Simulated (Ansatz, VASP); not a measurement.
## GdN in VASP and in Ansatz

INCAR

```
SYSTEM = GdN
ALGO     = Normal         ! electronic algorithm
EDIFF    = 1E-7           ! SCF threshold, eV
ENCUT    = 520            ! plane-wave cutoff, eV
GGA      = PE             ! functional
ISIF     = 2              ! what is computed and relaxed
ISMEAR   = 0              ! smearing method
ISPIN    = 2              ! spin polarisation
LASPH    = .True.         ! aspherical terms in the spheres
LCHARG   = .False.        ! write CHGCAR
LDAU     = .True.         ! DFT+U
LDAUJ    = 0 0          
LDAUL    = 3 -1           ! shell
LDAUPRINT= 1            
LDAUTYPE = 2            
LDAUU    = 6 0            ! U, eV
LMAXMIX  = 6              ! l up to which the mixer works
LORBIT   = 11             ! projections on sites
LREAL    = .False.        ! projectors in reciprocal space
LWAVE    = .False.        ! write WAVECAR
MAGMOM   = 7.63 -0.16     ! initial moments
NBANDS   = 22             ! bands
NELM     = 150            ! most SCF steps
PREC     = Accurate       ! precision mode
SIGMA    = 0.05           ! smearing width, eV
```

Contents of KPOINTS:

```
k-points
0
Gamma
  10 10 10
  0 0 0
```

Contents of POSCAR:

```
GdN
1.0
    0.0000000000      2.5028282330      2.5028282330
    2.5028282330      0.0000000000      2.5028282330
    2.5028282330      2.5028282330      0.0000000000
Gd N
1 1
Direct
    0.0000000000      0.0000000000      0.0000000000
    0.5000000000      0.5000000000      0.5000000000
```

Input for Ansatz:

```yaml
crystal:
  lattice:
    - [0.0, 2.502828233, 2.502828233]
    - [2.502828233, 0.0, 2.502828233]
    - [2.502828233, 2.502828233, 0.0]
  atoms:
    - { symbol: Gd, position: [0.0, 0.0, 0.0], spin: 7.63 }
    - { symbol: "N", position: [0.5, 0.5, 0.5] }
basis:
  ecutwfc: 420
  ecutrho_ratio: 4
kpoints:
  mp_grid: { grid: [10, 10, 10] }
hamiltonian:
  xc: pbe
  hubbard:
    sites:
      - { species: Gd, l: f, u_eff: 6.0, starting_ns: start.occupation_matrices }
    ns_hold: { iters: 6 }
scf:
  occupations: { method: gaussian, width: 0.05 }
  lower_state_search: "off"
output:
  forces: true
  stress: true
  eigenvalues: true
  populations: true
  hubbard: { sites: [{ species: Gd, l: f }] }
magnetization:
  spin_polarized: true
```

Alike in both runs: task single point; functional PBE; k mesh 10 × 10 × 10; occupations gaussian, width 0.05 eV; collinear spin; Hubbard terms Gd f U = 6.0 eV.

```csv
,VASP,Ansatz
version,VASP 6.6.1,Ansatz 0.2.0
potentials or method,"VASP PAW PBE potentials, release 64 (Gd, N), cutoff 520 eV","scalar-relativistic, plane waves, PAW"
valence electrons in the cell,23,23
```

Ansatz gave:

| Property | Result |
| --- | --- |
| gap on the k mesh at the Fermi level (eV) | none |
| pressure (GPa) | -0.3 |
| net moment per atom (μB) | 3.50 |
| size of the moment on the site where the two differ most (μB) | 6.94 |

Question: Which values does VASP return?

Answer: gap on the k mesh at the Fermi level (eV): none; pressure (GPa): 0.0; net moment per atom (μB): 3.50; size of the moment on the site where the two differ most (μB): 6.87.

Site moments also hang on the region over which each program counts them. The programs project onto different local orbitals, so the same U acts differently, and such runs can settle in different states. A gap of «none» marks a metal or a gap that the smearing closes. Ansatz's warnings: filled band counts differ across k points.

Spin-orbit coupling is off throughout.
